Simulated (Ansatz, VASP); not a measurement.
Mg in VASP and in Ansatz

```
Mg
1.0
     3.17926    0.00000    0.00000
    -1.58963    2.75332    0.00000
     0.00000    0.00000    5.15689
Mg
2
Direct
  0.33333 0.66667 0.25000
  0.66667 0.33333 0.75000
```

Alike in both runs: functional r2SCAN; k mesh 11 × 11 × 6; occupations fermi-dirac, width 0.1 eV; no spin polarisation.

Ansatz relaxed the structure, and its values are those at the end. VASP's run is a single point on that final structure, the one shown.

|  | VASP | Ansatz |
| --- | --- | --- |
| version | VASP 6.6.1 | Ansatz 0.2.0 |
| potentials or method | VASP PAW PBE potentials, release 64 (Mg), cutoff 520 eV | plane waves (500 eV) with PAW, scalar-relativistic |
| valence electrons in the cell | 4 | 20 |

Ansatz gave:

| Quantity | Value |
| --- | --- |
| pressure (GPa) | 0.0 |

Q: Estimate VASP's values.

A: Pressure (GPa): -0.3.

VASP's potentials were made for PBE, not for r2SCAN. VASP's potentials hold 4 valence electrons a cell and Ansatz's 20, so a difference there can come from the potentials and not from the codes.
